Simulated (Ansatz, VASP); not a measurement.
**HfN: VASP beside Ansatz**

```
CELL_PARAMETERS angstrom
0.00000 2.25090 2.25090
2.25090 0.00000 2.25090
2.25090 2.25090 0.00000
ATOMIC_POSITIONS crystal
Hf 0.00000 0.00000 0.00000
N 0.50000 0.50000 0.50000
```

Alike in both runs: functional PBEsol; k mesh 12 × 12 × 12; occupations fermi-dirac, width 0.1 eV; no spin polarisation.

Ansatz relaxed the structure, and its values are those at the end. VASP's run is a single point on that final structure, the one shown.

|  | VASP | Ansatz |
| --- | --- | --- |
| version | VASP 6.6.1 | Ansatz 0.2.0 |
| potentials or method | VASP PAW PBE potentials, release 64 (Hf_pv, N), cutoff 520 eV | PAW plane waves |
| valence electrons in the cell | 15 | 31 |

Ansatz gave:

```
gap on the k mesh at the Fermi level (eV) : none
pressure (GPa)                            : 0.0
```

Question: Which values does VASP return?

Answer: gap on the k mesh at the Fermi level (eV): none; pressure (GPa): -2.2.

VASP's potentials were made for PBE, not for PBEsol, and Ansatz warns of the same on its side. A gap of «none» marks a metal or a gap that the smearing closes. VASP's potentials hold 15 valence electrons a cell and Ansatz's 31, so a difference there can come from the potentials and not from the codes.

Spin-orbit coupling is off throughout.
